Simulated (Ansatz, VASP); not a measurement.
**Two plane-wave programs on KBr**

POSCAR

```
KBr
1.0
    0.0000000000      3.6882992921      3.6882992921
    3.6882992921      0.0000000000      3.6882992921
    3.6882992921      3.6882992921      0.0000000000
K Br
1 1
Direct
    0.0000000000      0.0000000000      0.0000000000
    0.2500000000      0.2500000000      0.2500000000
```

File INCAR.step1:

```
SYSTEM = KBr
ALGO = Normal
EDIFF = 1E-4
ENCUT = 520
GGA = PE
ISMEAR = 0
LASPH = .True.
LCHARG = .False.
LREAL = .False.
LWAVE = .True.
NBANDS = 15
NELM = 80
PREC = Accurate
SIGMA = 0.01
```

Contents of INCAR.step2:

```
SYSTEM = KBr
ALGO = Normal
EDIFF = 1E-6
ENCUT = 520
ISIF = 2
ISMEAR = 0
ISTART = 1
LASPH = .True.
LCHARG = .False.
LMIXTAU = .True.
LREAL = .False.
LWAVE = .False.
METAGGA = R2SCAN
NBANDS = 15
NELM = 80
PREC = Accurate
SIGMA = 0.01
```

File KPOINTS:

```
k-points
0
Gamma
  6 6 6
  0 0 0
```

Input for Ansatz:

```yaml
crystal:
  lattice:
    - [0.0, 3.6882992921, 3.6882992921]
    - [3.6882992921, 0.0, 3.6882992921]
    - [3.6882992921, 3.6882992921, 0.0]
  atoms:
    - { symbol: K, position: [0.0, 0.0, 0.0] }
    - { symbol: Br, position: [0.25, 0.25, 0.25] }
kpoints:
  mp_grid: { grid: [6, 6, 6] }
  band_path:
    path:
      - [0.0, 0.0, 0.0]
      - [-0.5, -0.5, 0.0]
      - [-0.375, -0.375, 0.25]
      - [-0.375, 0.0, 0.375]
      - [0.0, 0.0, 0.5]
      - [-0.5, -0.25, 0.25]
      - [0.0, 0.229167, -0.25]
    npoints: 1
hamiltonian:
  xc: r2scan
scf:
  occupations: { method: fixed }
  n_extra_bands: 4
output:
  forces: true
  stress: true
  eigenvalues: true
```

Alike in both runs: task single point; functional r2SCAN; k mesh 6 × 6 × 6; no spin polarisation.

```csv
,VASP,Ansatz
version,VASP 6.6.1,Ansatz 0.2.0
potentials or method,"VASP PAW PBE potentials, release 64 (K_sv, Br)","plane waves, PAW"
plane-wave cutoff (eV),520,500
occupations,"gaussian, width 0.01 eV",fixed
valence electrons in the cell,16,16
```

|  | VASP | Ansatz | Ansatz less VASP |
| --- | --- | --- | --- |
| gap on the k mesh at the Fermi level (eV) | 4.84 | 4.84 | 0.000 |
| pressure (GPa) | 0.0 | 0.0 | -0.01 |

VASP's potentials were made for PBE, not for r2SCAN.
